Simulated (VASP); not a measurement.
Crystal: AlB3Sb4.

```
CELL_PARAMETERS angstrom
-2.75426 2.75426 5.47009
2.75426 -2.75426 5.47009
2.75426 2.75426 -5.47009
ATOMIC_POSITIONS crystal
B 0.75000 0.25000 0.50000
B 0.50000 0.50000 0.00000
B 0.25000 0.75000 0.50000
Sb 0.14024 0.59422 0.00000
Sb 0.85976 0.85976 0.45399
Sb 0.59422 0.14024 0.00000
Sb 0.40578 0.40578 0.54601
Al 0.00000 0.00000 0.00000
```

Base run:

* Program: VASP 6.6.1
* Functional: PBE
* Potentials or basis: VASP PAW PBE potentials, release 64 (B, Sb, Al)
* Cutoff: 520 eV
* k mesh: 6 × 6 × 6
* Occupations: gaussian, width 0.01 eV
* Spin: no spin polarisation

Its results: band gap on the k mesh 0.31 eV; pressure 1.5 GPa; largest force 0.102 eV/Å.

**Question.** The run is repeated on the same cell with these changes: functional from PBE to r2SCAN; further incar settings from ALGO = Normal; EDIFF = 1e-07; NBANDS = 26 to ALGO = Normal; EDIFF = 1e-06; NBANDS = 26. What comes out?

**Answer.** Band gap on the k mesh 0.44 eV; pressure 0.4 GPa; largest force 0.011 eV/Å.

Caveats: semilocal functionals underestimate gaps, and a narrow one can read as zero; spin-orbit coupling is left out, which moves the levels of the heavy elements; the PAW data sets were made with another functional, which shifts forces and pressure a little (at least some runs).

A k mesh can miss the band edges.
